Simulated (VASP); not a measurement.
# SiC in VASP: notebook

The runs below take SiC through single point, with r2SCAN.

All numbers are computed with VASP 6.6.1; they aren't measurements. Logs are shortened: lines on timing, memory, paths and dates and some standing lists are left out, and cuts for length are marked.

## (1) The cell of the first run

It takes space group P6_3mc (No. 186, hexagonal). The conventional cell has a = 3.076 Å, b = 3.076 Å, c = 5.048 Å, α = 90.00°, β = 90.00°, γ = 120.00°. Within 2.6 Å of Si (site symmetry 3m) lie 5 C at 1.78 to 2.59 Å. Within 2.6 Å of C (site symmetry 3m) lie 5 Si at 1.78 to 2.59 Å.

## (2) Single point, r2SCAN (atoms moved along the polar distortion)

File POSCAR:

```
SiC
1.0
    3.0759836412      0.0000000000      0.0000000000
   -1.5379918206      2.6638799749      0.0000000000
    0.0000000000      0.0000000000      5.0478375069
Si C
2 2
Direct
    0.3333333333      0.6666666667     -0.0562910465
    0.6666666667      0.3333333333      0.4437089535
    0.3333333333      0.6666666667      0.4312910465
    0.6666666667      0.3333333333      0.9312910465
```

File INCAR.step1:

```
SYSTEM = SiC
PREC = Accurate
ENCUT = 520
ISMEAR = 0
SIGMA = 0.01
LREAL = .False.
LASPH = .True.
NELM = 100
NBANDS = 16
GGA = PE
ALGO = Normal
EDIFF = 1E-4
LWAVE = .True.
LCHARG = .False.
```

File INCAR.step2:

```
SYSTEM = SiC
PREC = Accurate
ENCUT = 520
EDIFF = 1E-7
ISMEAR = 0
SIGMA = 0.01
LREAL = .False.
LASPH = .True.
NELM = 100
ALGO = Normal
ISIF = 2
LWAVE = .False.
LCHARG = .True.
METAGGA = R2SCAN
LMIXTAU = .True.
LELF = .True.
LVHAR = .True.
NBANDS = 16
ISTART = 1
```

File KPOINTS:

```
Automatic mesh
0
Gamma
  12 12 6
  0 0 0
```

Potentials or basis: VASP PAW PBE potentials, release 64 (Si, C).

Run with:

```console
$ cat potpaw_PBE.64/Si/POTCAR potpaw_PBE.64/C/POTCAR > POTCAR
$ cp INCAR.step1 INCAR
$ mpirun -np 1 vasp_std > vasp.out
$ cp INCAR.step2 INCAR
$ mpirun -np 1 vasp_std > vasp.out
```

OUTCAR:

```text
SYSTEM = SiC
   PREC = Accurate
   ENCUT = 520
   EDIFF = 1E-7
   ISMEAR = 0
   LREAL = .False.
   LASPH = .True.
   NELM = 100
   ISIF = 2
   METAGGA = R2SCAN
   ISTART = 1

 ion  position               nearest neighbor table
   1  0.333  0.667  0.944-   4 1.78   4 1.78   4 1.78   3 2.46   3 2.59   2 3.09   2 3.09   2 3.09
                             2 3.09   2 3.09   2 3.09
   2  0.667  0.333  0.444-   3 1.78   3 1.78   3 1.78   4 2.46   4 2.59   1 3.09   1 3.09   1 3.09
                             1 3.09   1 3.09   1 3.09
   3  0.333  0.667  0.431-   2 1.78   2 1.78   2 1.78   1 2.46   1 2.59
   4  0.667  0.333  0.931-   1 1.78   1 1.78   1 1.78   2 2.46   2 2.59

  LATTYP: Found a hexagonal cell.
 ALAT       =     3.0759836412
 C/A-ratio  =     1.6410482290

  Lattice vectors:

 A1 = (   3.0759836412,   0.0000000000,   0.0000000000)
 A2 = (  -1.5379918206,   2.6638799749,   0.0000000000)
 A3 = (   0.0000000000,   0.0000000000,   5.0478375069)

Analysis of symmetry for initial positions (statically):
=====================================================================
 Subroutine PRICEL returns:
 Original cell was already a primitive cell.

 Routine SETGRP: Setting up the symmetry group for a
 hexagonal supercell.

 Subroutine GETGRP returns: Found 12 space group operations
 (whereof  6 operations were pure point group operations)
 out of a pool of 24 trial point group operations.

The static configuration has the point symmetry C_3v.
 The point group associated with its full space group is C_6v.

Analysis of symmetry for dynamics (positions and initial velocities):
=====================================================================
 Subroutine PRICEL returns:
 Original cell was already a primitive cell.

 Routine SETGRP: Setting up the symmetry group for a
 hexagonal supercell.

 Subroutine GETGRP returns: Found 12 space group operations
 (whereof  6 operations were pure point group operations)
 out of a pool of 24 trial point group operations.

The dynamic configuration has the point symmetry C_3v.
 The point group associated with its full space group is C_6v.

 Subroutine INISYM returns: Found 12 space group operations
 (whereof  6 operations are pure point group operations),
 and found     1 'primitive' translations

----------------------------------------------------------------------------------------

                                     Primitive cell

  volume of cell :      41.3622

  direct lattice vectors                    reciprocal lattice vectors
     3.075983641  0.000000000  0.000000000     0.325099258  0.187696144  0.000000000
    -1.537991821  2.663879975  0.000000000     0.000000000  0.375392288  0.000000000
     0.000000000  0.000000000  5.047837507     0.000000000  0.000000000  0.198104634

  length of vectors
     3.075983641  3.075983641  5.047837507     0.375392288  0.375392288  0.198104634

  position of ions in fractional coordinates (direct lattice)
     0.333333333  0.666666667  0.943708953
     0.666666667  0.333333333  0.443708953
     0.333333333  0.666666667  0.431291047
     0.666666667  0.333333333  0.931291047

  ion indices of the primitive-cell ions
   primitive index   ion index
                 1           1
                 2           2
                 3           3
                 4           4

----------------------------------------------------------------------------------------

 KPOINTS: Automatic mesh

Automatic generation of k-mesh.
 Grid dimensions read from file:
 generate k-points for:   12   12    6

 Generating k-lattice:

  Cartesian coordinates                     Fractional coordinates (reciprocal lattice)
     0.027091605  0.015641345  0.000000000     0.083333333  0.000000000  0.000000000
     0.000000000  0.031282691  0.000000000     0.000000000  0.083333333  0.000000000
     0.000000000  0.000000000  0.033017439     0.000000000  0.000000000  0.166666667

  Length of vectors
     0.031282691  0.031282691  0.033017439

  Shift w.r.t. Gamma in fractional coordinates (k-lattice)
     0.000000000  0.000000000  0.000000000

 Subroutine IBZKPT returns following result:
 ===========================================

 Found     76 irreducible k-points:

 Following reciprocal coordinates:
            Coordinates               Weight
  0.000000  0.000000  0.000000      1.000000
  0.083333 -0.000000  0.000000      6.000000
  0.166667 -0.000000  0.000000      6.000000
  0.250000  0.000000  0.000000      6.000000
  0.333333  0.000000  0.000000      6.000000
  0.416667 -0.000000  0.000000      6.000000
[... 16 lines left out ...]
  0.250000  0.000000  0.166667     12.000000
  0.333333  0.000000  0.166667     12.000000
 [... further k-points ...]
   k-points           NKPTS =     76   k-points in BZ     NKDIM =     76   number of bands    NBANDS=     16
   number of dos      NEDOS =    301   number of ions     NIONS =      4
   total plane-waves  NPLWV =  23040
   dimension x,y,z NGX =    24 NGY =   24 NGZ =   40
   dimension x,y,z NGXF=    48 NGYF=   48 NGZF=   80
   ions per type =               2   2
   NGX,Y,Z   is equivalent  to a cutoff of  12.97, 12.97, 13.17 a.u.
   NGXF,Y,Z  is equivalent  to a cutoff of  25.94, 25.94, 26.35 a.u.
 SYSTEM =  SiC
   PREC   = accura    normal or accurate (medium, high low for compatibility)
   ISTART =      1    job   : 0-new  1-cont  2-samecut
   ICHARG =      0    charge: 1-file 2-atom 10-const
   ISPIN  =      1    spin polarized calculation?
   LNONCOLLINEAR =      F non collinear calculations
   LSORBIT =      F    spin-orbit coupling
   LASPH  =      T    aspherical Exc in radial PAW
   ENCUT  =  520.0 eV  38.22 Ry    6.18 a.u.   5.72  5.72  9.39*2*pi/ulx,y,z
   NELM   =    100;   NELMIN=  2; NELMDL=  0     # of ELM steps
   EDIFF  = 0.1E-06   stopping-criterion for ELM
   LREAL  =      F    real-space projection
   EDIFFG = 0.1E-05   stopping-criterion for IOM
   NSW    =      0    number of steps for IOM
   IBRION =     -1    ionic relax: 0-MD 1-quasi-New 2-CG
   NFREE  =      0    steps in history (QN), initial steepest desc. (CG)
   ISIF   =      2    stress and relaxation
   ISYM   =      2    0-nonsym 1-usesym 2-fastsym
   POTIM  = 0.5000    time-step for ionic-motion
   TEBEG  =    0.0;   TEEND  =   0.0 temperature during run
   PSTRESS=    0.0 pullay stress
   NELECT =      16.0000    total number of electrons
   NUPDOWN=      -1.0000    fix difference up-down
   EMIN   =  10.00;   EMAX   =-10.00  energy-range for DOS
   EFERMI =   0.00;   METHOD = LEGACY
   ISMEAR =     0;   SIGMA  =   0.01  broadening in eV -4-tet -1-fermi 0-gaus
   EFERMI_NEDOS =   21; number of points for ismear=-14 and -15
   IALGO  =     38    algorithm
   IMIX   =      4    mixing-type and parameters
     AMIX     =   0.40;   BMIX     =  1.00
     AMIX_MAG =   1.60;   BMIX_MAG =  1.00
  volume/ion in A,a.u.               =      10.34        69.78
  Fermi-wavevector in a.u.,A,eV,Ry     =   1.192834  2.254130 19.359102  1.422854
  Thomas-Fermi vector in A             =   2.328863
   LORBIT       =      0    0 simple, 1 ext, 2 COOP (PROOUT), +10 PAW based schemes
   METAGGA = R2SCAN    functional components
   LHFCALC =     F    Hartree Fock is set to
   AEXX    =    0.0000 exact exchange contribution
   IVDW    =     0    specifies the selected vdW correction
   LEPSILON=     F    determine dielectric tensor
   LRPA    =     F    only Hartree local field effects (RPA)
 non-spin polarized calculation
 Gauss-broadening in eV      SIGMA  =   0.01
  energy-cutoff  :      520.00
  volume of cell :       41.36
 maximum number of plane-waves:      1132
 NGX is ok and might be reduce to    24
   NGX = 11   NGY = 11   NGZ = 19

 number of electron      16.0000000 magnetization

 Free energy of the ion-electron system (eV)
  ---------------------------------------------------
  ext. energy  EPLUGINS =         0.00000000
  ---------------------------------------------------
  free energy    TOTEN  =       -36.67256823 eV

  energy without entropy =      -36.67256823  energy(sigma->0) =      -36.67256823

 E-fermi :  10.1373     XC(G=0): -11.9597

 val. band max:       10.0385858578   @ k =   0.0000   0.0000   0.0000
 cond. band min:      11.0474418051   @ k =   0.5000   0.0000   0.0000
 fundamental gap:      1.0088559473
 Fermi energy:        10.1373304378

 k-point     1 :       0.0000    0.0000    0.0000
  band No.  band energies     occupation
      1      -8.3412      2.00000
      2      -5.1144      2.00000
      3       0.2167      2.00000
      4       5.8841      2.00000
      5       5.8841      2.00000
      6       6.9972      2.00000
[... 8 lines left out ...]
     15      17.5903      0.00000
     16      19.1244      0.00000

 k-point     2 :       0.0833   -0.0000    0.0000
  band No.  band energies     occupation
      1      -8.2158      2.00000
      2      -5.0051      2.00000
      3       0.3451      2.00000
      4       5.2622      2.00000
      5       5.6962      2.00000
      6       6.5772      2.00000
[... 8 lines left out ...]
     15      17.2925      0.00000
     16      19.7077      0.00000

 k-point     3 :       0.1667   -0.0000    0.0000
  band No.  band energies     occupation
      1      -7.8429      2.00000
      2      -4.6853      2.00000
      3       0.7268      2.00000
      4       3.8262      2.00000
      5       5.2562      2.00000
      6       5.5099      2.00000
[... 8 lines left out ...]
     15      18.3392      0.00000
     16      19.8039      0.00000
[... 362 lines left out ...]
 k-point    23 :       0.2500    0.0000    0.1667
  band No.  band energies     occupation
      1      -7.1025      2.00000
      2      -4.5478      2.00000
      3       1.6989      2.00000
      4       2.5136      2.00000
      5       3.9075      2.00000
      6       4.8497      2.00000
[... 8 lines left out ...]
     15      19.1961      0.00000
     16      19.2369      0.00000

 k-point    24 :       0.3333    0.0000    0.1667
  band No.  band energies     occupation
      1      -6.2934      2.00000
      2      -3.9163      2.00000
      3       0.5368      2.00000
      4       2.4354      2.00000
      5       2.8882      2.00000
      6       4.4388      2.00000
[... 8 lines left out ...]
     15      19.2704      0.00000
     16      20.4482      0.00000

 [... further k-points ...]

------------------------ aborting loop because EDIFF is reached ----------------------------------------

  FORCE on cell =-STRESS in cart. coord.  units (eV):
  Direction    XX          YY          ZZ          XY          YZ          ZX
  --------------------------------------------------------------------------------------
  -------------------------------------------------------------------------------------
  Total        3.6835017      3.6835017      0.5096265      0.0000000      0.0000000     -0.0000000
  in kB      142.6814169    142.6814169     19.7405178      0.0000000      0.0000000     -0.0000000
  external PRESSURE =     101.7011172 kB  Pullay stress =       0.0000000 kB

 VOLUME and BASIS-vectors are now :
 -----------------------------------------------------------------------------
  energy-cutoff  :      520.00
  volume of cell :       41.36
      direct lattice vectors                 reciprocal lattice vectors
     3.075983641  0.000000000  0.000000000     0.325099258  0.187696144  0.000000000
    -1.537991821  2.663879975  0.000000000     0.000000000  0.375392288  0.000000000
     0.000000000  0.000000000  5.047837507     0.000000000  0.000000000  0.198104634

 POSITION                                       TOTAL-FORCE (eV/Angst)
 -----------------------------------------------------------------------------------
     -0.00000      1.77592      4.76369         0.000000      0.000000      0.690251
      1.53799      0.88796      2.23977        -0.000000     -0.000000      0.690251
     -0.00000      1.77592      2.17709        -0.000000      0.000000     -0.690251
      1.53799      0.88796      4.70101         0.000000     -0.000000     -0.690251
 -----------------------------------------------------------------------------------
    total drift:                               -0.000000     -0.000000      0.000652

  FREE ENERGIE OF THE ION-ELECTRON SYSTEM (eV)
  ---------------------------------------------------
  free  energy   TOTEN  =       -36.6725682348 eV

  energy  without entropy=      -36.6725682348  energy(sigma->0) =      -36.67256823
```

Wall time 3.3 min (1 thread of Intel Xeon 8259CL, shared host); peak memory 0.18 GiB.

Results:

| Quantity | Value |
| --- | --- |
| Free energy | -36.6726 eV |
| Pressure | 10.2 GPa |
| Largest force | 0.690 eV/Å |
| Band gap on the k mesh | 1.01 eV (least direct gap 3.12 eV) |

Forces on the atoms (eV/Å):
```
Si   0.000  0.000  0.690
Si   0.000  0.000  0.690
C    0.000  0.000 -0.690
C    0.000  0.000 -0.690
```

Caveat: the cell differs from its parent crystal (atoms moved along the polar distortion); the stress differs along the axes, from 2 to 14 GPa; the PAW data sets were made with another functional, which shifts forces and pressure a little.

(Part 1 of 2 ends here.)
